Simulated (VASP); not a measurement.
Here is a VASP 6.6.1 calculation.

The input INCAR:

```
ALGO = Fast
EDIFF = 1E-7
EDIFFG = -0.005
ENCUT = 600
GGA = PS
IBRION = 2
ISIF = 3
ISMEAR = 1
LASPH = True
LCHARG = False
LREAL = False
LWAVE = False
NELM = 100
NSW = 80
PREC = Accurate
SIGMA = 0.1
```

File KPOINTS:

```
k-points
0
Gamma
  20 20 20
```

The input POSCAR:

```
Al
1.0
    0.0000000000      2.0200000000      2.0200000000
    2.0200000000      0.0000000000      2.0200000000
    2.0200000000      2.0200000000      0.0000000000
Al
1
Direct
    0.0000000000      0.0000000000      0.0000000000
```

Potentials or basis: VASP PAW PBE potentials, release 64 (Al).

Command:

```bash
$ cat potpaw_PBE.64/Al/POTCAR > POTCAR
$ mpirun -np 1 vasp_std > vasp.out
```

(1) What does it give for the relaxed volume?

(2) Estimate the band gap on the k mesh.

Results:

(1) 16.18 Å³/atom.

(2) zero (an odd number of electrons rules out a gap without spin polarisation).

Caveat: the PAW data sets were made with another functional, which shifts forces and pressure a little.
